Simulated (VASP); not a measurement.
# MoS2 (P-3m1) in VASP: a series of runs, part 2 of 3

VASP 6.6.1. Earlier steps stand in the parts before.

## 4. Single point, r2SCAN

Contents of POSCAR:

```
MoS2
1.0
    3.2812045934      0.0000000000      0.0000000000
   -1.6406017883      2.8416058417      0.0000000000
    0.0000000000      0.0000000000      6.2386854962
Mo S
1 2
Direct
    0.0000000000      0.0000000000      0.5000000000
    0.3333333333      0.6666666667      0.2592336828
    0.6666666667      0.3333333333      0.7407663172
```

Contents of INCAR.step1:

```
  PREC = Accurate
  ENCUT = 520
  ISMEAR = 0
  SIGMA = 0.1
  LREAL = F
  LASPH = T
  NELM = 100
  NBANDS = 20
  GGA = PE
  ALGO = Normal
  EDIFF = 1E-4
  LWAVE = T
  LCHARG = F
```

Contents of INCAR.step2:

```
  PREC = Accurate
  ENCUT = 520
  EDIFF = 1E-7
  ISMEAR = 0
  SIGMA = 0.1
  LREAL = F
  LASPH = T
  NELM = 100
  ALGO = Normal
  ISIF = 2
  LWAVE = F
  LCHARG = T
  METAGGA = R2SCAN
  LMIXTAU = T
  LELF = T
  LVHAR = T
  NBANDS = 20
  ISTART = 1
```

Contents of KPOINTS:

```
Automatic mesh
0
Gamma
  4 4 2
```

Potentials or basis: VASP PAW PBE potentials, release 64 (Mo_sv, S).

On the command line:

```
> cat potpaw_PBE.64/Mo_sv/POTCAR potpaw_PBE.64/S/POTCAR > POTCAR
> cp INCAR.step1 INCAR
> mpirun -np 1 vasp_std > vasp.out
> cp INCAR.step2 INCAR
> mpirun -np 1 vasp_std > vasp.out
```

OUTCAR:

```text
PREC = Accurate
   ENCUT = 520
   EDIFF = 1E-7
   ISMEAR = 0
   LREAL = F
   LASPH = T
   NELM = 100
   ISIF = 2
   METAGGA = R2SCAN
   ISTART = 1

 ion  position               nearest neighbor table
   1  0.000  0.000  0.500-   2 2.42   3 2.42   3 2.42   2 2.42   3 2.42   2 2.42
   2  0.333  0.667  0.259-   1 2.42   1 2.42   1 2.42
   3  0.667  0.333  0.741-   1 2.42   1 2.42   1 2.42

  LATTYP: Found a hexagonal cell.
 ALAT       =     3.2812045934
 C/A-ratio  =     1.9013399862

  Lattice vectors:

 A1 = (   3.2812045934,   0.0000000000,   0.0000000000)
 A2 = (  -1.6406017883,   2.8416058417,   0.0000000000)
 A3 = (   0.0000000000,   0.0000000000,   6.2386854962)

Analysis of symmetry for initial positions (statically):
=====================================================================
 Subroutine PRICEL returns:
 Original cell was already a primitive cell.

 Routine SETGRP: Setting up the symmetry group for a
 hexagonal supercell.

 Subroutine GETGRP returns: Found 12 space group operations
 (whereof 12 operations were pure point group operations)
 out of a pool of 24 trial point group operations.
[... 144 lines left out ...]
  free energy    TOTEN  =       -44.08922030 eV

  energy without entropy =      -44.07180879  energy(sigma->0) =      -44.08051455

 E-fermi :   6.5426     XC(G=0): -10.9557

 val. band max:        6.5007224005   @ k =   0.2500   0.2500   0.5000
 cond. band min:       6.7209381055   @ k =   0.2500   0.2500   0.5000
 fundamental gap:      0.2202157050
 Fermi energy:         6.5426056904

 k-point     1 :       0.0000    0.0000    0.0000
  band No.  band energies     occupation
      1     -57.2717      2.00000
      2     -30.5758      2.00000
      3     -30.5758      2.00000
      4     -30.5353      2.00000
      5      -8.8722      2.00000
      6      -7.3004      2.00000
[... 173 lines left out ...]
     19      14.4060      0.00000
     20      15.6676      0.00000

------------------------ aborting loop because EDIFF is reached ----------------------------------------

  FORCE on cell =-STRESS in cart. coord.  units (eV):
  Direction    XX          YY          ZZ          XY          YZ          ZX
  --------------------------------------------------------------------------------------
  -------------------------------------------------------------------------------------
  Total        0.0253275      0.0253275      0.0011335      0.0000000      0.0000000     -0.0000000
  in kB        0.6976111      0.6976108      0.0312205      0.0000001      0.0000000     -0.0000000
  external PRESSURE =       0.4754808 kB  Pullay stress =       0.0000000 kB

 VOLUME and BASIS-vectors are now :
 -----------------------------------------------------------------------------
  energy-cutoff  :      520.00
  volume of cell :       58.17
      direct lattice vectors                 reciprocal lattice vectors
     3.281204593  0.000000000  0.000000000     0.304766122  0.175956791  0.000000000
    -1.640601788  2.841605842  0.000000000     0.000000000  0.351913691  0.000000000
     0.000000000  0.000000000  6.238685496     0.000000000  0.000000000  0.160290177

 POSITION                                       TOTAL-FORCE (eV/Angst)
 -----------------------------------------------------------------------------------
      0.00000      0.00000      3.11934        -0.000000      0.000000      0.000000
      0.00000      1.89440      1.61728        -0.000000      0.000000     -0.067939
      1.64060      0.94720      4.62141         0.000000      0.000000      0.067939
 -----------------------------------------------------------------------------------
    total drift:                                0.000000     -0.000000      0.000000

  FREE ENERGIE OF THE ION-ELECTRON SYSTEM (eV)
  ---------------------------------------------------
  free  energy   TOTEN  =       -44.0892203037 eV

  energy  without entropy=      -44.0718087934  energy(sigma->0) =      -44.08051455
```

OSZICAR.step1:

```text
N       E                     dE             d eps       ncg     rms          rms(c)
DAV:   1     0.215729060131E+03    0.21573E+03   -0.14569E+04   328   0.121E+03
DAV:   2    -0.149062620325E+02   -0.23064E+03   -0.22566E+03   400   0.326E+02
DAV:   3    -0.225514460034E+02   -0.76452E+01   -0.75445E+01   408   0.578E+01
DAV:   4    -0.226346724557E+02   -0.83226E-01   -0.83168E-01   388   0.631E+00
DAV:   5    -0.226360373892E+02   -0.13649E-02   -0.13649E-02   388   0.786E-01    0.223E+01
DAV:   6    -0.213713363807E+02    0.12647E+01   -0.13504E+01   336   0.210E+01    0.913E+00
DAV:   7    -0.210422585519E+02    0.32908E+00   -0.41951E+00   332   0.121E+01    0.571E+00
DAV:   8    -0.209154920977E+02    0.12677E+00   -0.62453E-01   368   0.458E+00    0.171E+00
DAV:   9    -0.209179282315E+02   -0.24361E-02   -0.29443E-02   368   0.103E+00    0.638E-01
DAV:  10    -0.209164196444E+02    0.15086E-02   -0.17289E-02   352   0.820E-01    0.179E-01
DAV:  11    -0.209162728492E+02    0.14680E-03   -0.97349E-04   360   0.217E-01    0.740E-02
DAV:  12    -0.209162299135E+02    0.42936E-04   -0.10118E-04   208   0.668E-02
   1 F= -.20916230E+02 E0= -.20907105E+02  d E =-.182491E-01
```

Run time: 96 s. Hardware: 1 thread of AMD EPYC 7R13, shared host; peak memory 0.14 GiB.

Results:

```
Free energy            : -44.0892 eV
Pressure               : 0.0 GPa
Largest force          : 0.068 eV/Å
Band gap on the k mesh : zero (band 13 reaches 6.50 eV, above the bottom of band 14 at 5.92 eV)
```

Forces on the atoms (eV/Å):
```
Mo   0.000  0.000  0.000
S    0.000  0.000 -0.068
S    0.000  0.000  0.068
```

Caveat: the k points lie up to 0.55 Å⁻¹ apart; the PAW data sets were made with another functional, which shifts forces and pressure a little.

## 5. Single point, r2SCAN

Contents of POSCAR:

```
MoS2
1.0
    3.2812391781      0.0000000000      0.0000000000
   -1.6406190807      2.8416357930      0.0000000000
    0.0000000000      0.0000000000      6.2387464276
Mo S
1 2
Direct
    0.0000000000      0.0000000000      0.5000000000
    0.3333333333      0.6666666667      0.2591527480
    0.6666666667      0.3333333333      0.7408472520
```

Contents of INCAR.step1:

```
SYSTEM = MoS2
PREC = Accurate
ENCUT = 520
ISMEAR = 0
SIGMA = 0.1
LREAL = .FALSE.
LASPH = .TRUE.
NELM = 60
NBANDS = 20
GGA = PE
ALGO = Normal
EDIFF = 1E-4
LWAVE = .TRUE.
LCHARG = .FALSE.
```

Contents of INCAR.step2:

```
SYSTEM = MoS2
PREC = Accurate
ENCUT = 520
EDIFF = 1E-6
ISMEAR = 0
SIGMA = 0.1
LREAL = .FALSE.
LASPH = .TRUE.
NELM = 60
ALGO = Normal
ISIF = 2
LWAVE = .FALSE.
LCHARG = .FALSE.
METAGGA = R2SCAN
LMIXTAU = .TRUE.
NBANDS = 20
ISTART = 1
```

Contents of KPOINTS:

```
regular mesh
0
G
  4 4 2
  0 0 0
```

Potentials or basis: VASP PAW PBE potentials, release 64 (Mo_sv, S).

On the command line:

```
> cat potpaw_PBE.64/Mo_sv/POTCAR potpaw_PBE.64/S/POTCAR > POTCAR
> cp INCAR.step1 INCAR
> mpirun -np 1 vasp_std > vasp.out
> cp INCAR.step2 INCAR
> mpirun -np 1 vasp_std > vasp.out
```

OUTCAR:

```text
SYSTEM = MoS2
   PREC = Accurate
   ENCUT = 520
   EDIFF = 1E-6
   ISMEAR = 0
   LREAL = .FALSE.
   LASPH = .TRUE.
   NELM = 60
   ISIF = 2
   METAGGA = R2SCAN
   ISTART = 1

 ion  position               nearest neighbor table
   1  0.000  0.000  0.500-   2 2.42   3 2.42   3 2.42   2 2.42   3 2.42   2 2.42
   2  0.333  0.667  0.259-   1 2.42   1 2.42   1 2.42
   3  0.667  0.333  0.741-   1 2.42   1 2.42   1 2.42

  LATTYP: Found a hexagonal cell.
 ALAT       =     3.2812391781
 C/A-ratio  =     1.9013385154

  Lattice vectors:

 A1 = (   3.2812391781,   0.0000000000,   0.0000000000)
 A2 = (  -1.6406190807,   2.8416357930,   0.0000000000)
 A3 = (   0.0000000000,   0.0000000000,   6.2387464276)

Analysis of symmetry for initial positions (statically):
=====================================================================
 Subroutine PRICEL returns:
 Original cell was already a primitive cell.

 Routine SETGRP: Setting up the symmetry group for a
 hexagonal supercell.

 Subroutine GETGRP returns: Found 12 space group operations
 (whereof 12 operations were pure point group operations)
 out of a pool of 24 trial point group operations.

The static configuration has the point symmetry D_3d.

Analysis of symmetry for dynamics (positions and initial velocities):
=====================================================================
 Subroutine PRICEL returns:
 Original cell was already a primitive cell.

 Routine SETGRP: Setting up the symmetry group for a
 hexagonal supercell.

 Subroutine GETGRP returns: Found 12 space group operations
 (whereof 12 operations were pure point group operations)
 out of a pool of 24 trial point group operations.

The dynamic configuration has the point symmetry D_3d.

 Subroutine INISYM returns: Found 12 space group operations
 (whereof 12 operations are pure point group operations),
 and found     1 'primitive' translations

----------------------------------------------------------------------------------------

                                     Primitive cell

  volume of cell :      58.1706

  direct lattice vectors                    reciprocal lattice vectors
     3.281239178  0.000000000  0.000000000     0.304762910  0.175954936  0.000000000
    -1.640619081  2.841635793  0.000000000     0.000000000  0.351909982  0.000000000
     0.000000000  0.000000000  6.238746428     0.000000000  0.000000000  0.160288611

  length of vectors
     3.281239178  3.281238325  6.238746428     0.351909890  0.351909982  0.160288611

  position of ions in fractional coordinates (direct lattice)
     0.000000000  0.000000000  0.500000000
     0.333333333  0.666666667  0.259152748
     0.666666667  0.333333333  0.740847252

  ion indices of the primitive-cell ions
   primitive index   ion index
                 1           1
                 2           2
                 3           3

----------------------------------------------------------------------------------------

 KPOINTS: regular mesh

Automatic generation of k-mesh.
 Grid dimensions read from file:
 generate k-points for:    4    4    2

 Generating k-lattice:

  Cartesian coordinates                     Fractional coordinates (reciprocal lattice)
     0.076190727  0.043988734  0.000000000     0.250000000 -0.000000000  0.000000000
     0.000000000  0.087977495  0.000000000     0.000000000  0.250000000  0.000000000
     0.000000000  0.000000000  0.080144306     0.000000000  0.000000000  0.500000000

  Length of vectors
     0.087977473  0.087977495  0.080144306

  Shift w.r.t. Gamma in fractional coordinates (k-lattice)
     0.000000000  0.000000000  0.000000000

 Subroutine IBZKPT returns following result:
 ===========================================

 Found      8 irreducible k-points:

 Following reciprocal coordinates:
            Coordinates               Weight
  0.000000  0.000000  0.000000      1.000000
  0.250000 -0.000000  0.000000      6.000000
  0.500000 -0.000000  0.000000      3.000000
  0.250000  0.250000  0.000000      6.000000
  0.000000  0.000000  0.500000      1.000000
  0.250000 -0.000000  0.500000      6.000000
  0.500000 -0.000000  0.500000      3.000000
  0.250000  0.250000  0.500000      6.000000
   k-points           NKPTS =      8   k-points in BZ     NKDIM =      8   number of bands    NBANDS=     20
   number of dos      NEDOS =    301   number of ions     NIONS =      3
   total plane-waves  NPLWV =  27648
   dimension x,y,z NGX =    24 NGY =   24 NGZ =   48
   dimension x,y,z NGXF=    48 NGYF=   48 NGZF=   96
   ions per type =               1   2
   NGX,Y,Z   is equivalent  to a cutoff of  12.16, 12.16, 12.79 a.u.
   NGXF,Y,Z  is equivalent  to a cutoff of  24.32, 24.32, 25.58 a.u.
 SYSTEM =  MoS2
   PREC   = accura    normal or accurate (medium, high low for compatibility)
   ISTART =      1    job   : 0-new  1-cont  2-samecut
   ICHARG =      0    charge: 1-file 2-atom 10-const
   ISPIN  =      1    spin polarized calculation?
   LNONCOLLINEAR =      F non collinear calculations
   LSORBIT =      F    spin-orbit coupling
   LASPH  =      T    aspherical Exc in radial PAW
   ENCUT  =  520.0 eV  38.22 Ry    6.18 a.u.   6.10  6.10 11.60*2*pi/ulx,y,z
   NELM   =     60;   NELMIN=  2; NELMDL=  0     # of ELM steps
   EDIFF  = 0.1E-05   stopping-criterion for ELM
   LREAL  =      F    real-space projection
   EDIFFG = 0.1E-04   stopping-criterion for IOM
   NSW    =      0    number of steps for IOM
   IBRION =     -1    ionic relax: 0-MD 1-quasi-New 2-CG
   NFREE  =      0    steps in history (QN), initial steepest desc. (CG)
   ISIF   =      2    stress and relaxation
   ISYM   =      2    0-nonsym 1-usesym 2-fastsym
   POTIM  = 0.5000    time-step for ionic-motion
   TEBEG  =    0.0;   TEEND  =   0.0 temperature during run
   PSTRESS=    0.0 pullay stress
   NELECT =      26.0000    total number of electrons
   NUPDOWN=      -1.0000    fix difference up-down
   EMIN   =  10.00;   EMAX   =-10.00  energy-range for DOS
   EFERMI =   0.00;   METHOD = LEGACY
   ISMEAR =     0;   SIGMA  =   0.10  broadening in eV -4-tet -1-fermi 0-gaus
   EFERMI_NEDOS =   21; number of points for ismear=-14 and -15
   IALGO  =     38    algorithm
   IMIX   =      4    mixing-type and parameters
     AMIX     =   0.40;   BMIX     =  1.00
     AMIX_MAG =   1.60;   BMIX_MAG =  1.00
  volume/ion in A,a.u.               =      19.39       130.85
  Fermi-wavevector in a.u.,A,eV,Ry     =   1.251694  2.365358 21.316753  1.566737
  Thomas-Fermi vector in A             =   2.385629
   LORBIT       =      0    0 simple, 1 ext, 2 COOP (PROOUT), +10 PAW based schemes
   METAGGA = R2SCAN    functional components
   LHFCALC =     F    Hartree Fock is set to
   AEXX    =    0.0000 exact exchange contribution
   IVDW    =     0    specifies the selected vdW correction
   LEPSILON=     F    determine dielectric tensor
   LRPA    =     F    only Hartree local field effects (RPA)
 non-spin polarized calculation
 Gauss-broadening in eV      SIGMA  =   0.10
  energy-cutoff  :      520.00
  volume of cell :       58.17
 maximum number of plane-waves:      1586
   NGX = 13   NGY = 13   NGZ = 23

 number of electron      25.9999998 magnetization

 Free energy of the ion-electron system (eV)
  ---------------------------------------------------
  ext. energy  EPLUGINS =         0.00000000
  ---------------------------------------------------
  free energy    TOTEN  =       -44.08928353 eV

  energy without entropy =      -44.07184249  energy(sigma->0) =      -44.08056301

 E-fermi :   6.5424     XC(G=0): -10.9561

 val. band max:        6.5004503817   @ k =   0.2500   0.2500   0.5000
 cond. band min:       6.7195300592   @ k =   0.2500   0.2500   0.5000
 fundamental gap:      0.2190796775
 Fermi energy:         6.5423878661

 k-point     1 :       0.0000    0.0000    0.0000
  band No.  band energies     occupation
      1     -57.2720      2.00000
      2     -30.5759      2.00000
      3     -30.5759      2.00000
      4     -30.5356      2.00000
      5      -8.8710      2.00000
      6      -7.3004      2.00000
[... 12 lines left out ...]
     19      13.3429      0.00000
     20      16.4947      0.00000
[... 139 lines left out ...]
 k-point     8 :       0.2500    0.2500    0.5000
  band No.  band energies     occupation
      1     -57.2442      2.00000
      2     -30.8153      2.00000
      3     -30.7022      2.00000
      4     -30.4741      2.00000
      5      -7.1154      2.00000
      6      -6.9321      2.00000
[... 12 lines left out ...]
     19      14.4064      0.00000
     20      15.6662      0.00000

------------------------ aborting loop because EDIFF is reached ----------------------------------------

  FORCE on cell =-STRESS in cart. coord.  units (eV):
  Direction    XX          YY          ZZ          XY          YZ          ZX
  --------------------------------------------------------------------------------------
  -------------------------------------------------------------------------------------
  Total        0.0126494      0.0126494     -0.0259598      0.0000000      0.0000000     -0.0000000
  in kB        0.3483992      0.3483991     -0.7150033      0.0000001      0.0000000     -0.0000000
  external PRESSURE =      -0.0060683 kB  Pullay stress =       0.0000000 kB

 VOLUME and BASIS-vectors are now :
 -----------------------------------------------------------------------------
  energy-cutoff  :      520.00
  volume of cell :       58.17
      direct lattice vectors                 reciprocal lattice vectors
     3.281239178  0.000000000  0.000000000     0.304762910  0.175954936  0.000000000
    -1.640619081  2.841635793  0.000000000     0.000000000  0.351909982  0.000000000
     0.000000000  0.000000000  6.238746428     0.000000000  0.000000000  0.160288611

 POSITION                                       TOTAL-FORCE (eV/Angst)
 -----------------------------------------------------------------------------------
      0.00000      0.00000      3.11937         0.000000      0.000000      0.000000
      0.00000      1.89442      1.61679        -0.000000     -0.000000     -0.058802
      1.64062      0.94721      4.62196        -0.000000      0.000000      0.058802
 -----------------------------------------------------------------------------------
    total drift:                                0.000000      0.000000      0.000000

  FREE ENERGIE OF THE ION-ELECTRON SYSTEM (eV)
  ---------------------------------------------------
  free  energy   TOTEN  =       -44.0892835277 eV

  energy  without entropy=      -44.0718424912  energy(sigma->0) =      -44.08056301
```

It took 67 s on 1 thread of AMD EPYC 7R13, shared host; peak memory 0.14 GiB.

Results:

* Free energy: -44.0893 eV
* Pressure: 0.0 GPa
* Largest force: 0.059 eV/Å
* Band gap on the k mesh: zero (band 13 reaches 6.50 eV, above the bottom of band 14 at 5.92 eV)

Forces in eV/Å, atoms in the order of the input:
```
Mo   0.000  0.000  0.000
S    0.000  0.000 -0.059
S    0.000  0.000  0.059
```

Caveat: the k points lie up to 0.55 Å⁻¹ apart; the PAW data sets were made with another functional, which shifts forces and pressure a little.

(Continued in part 3 of 3.)
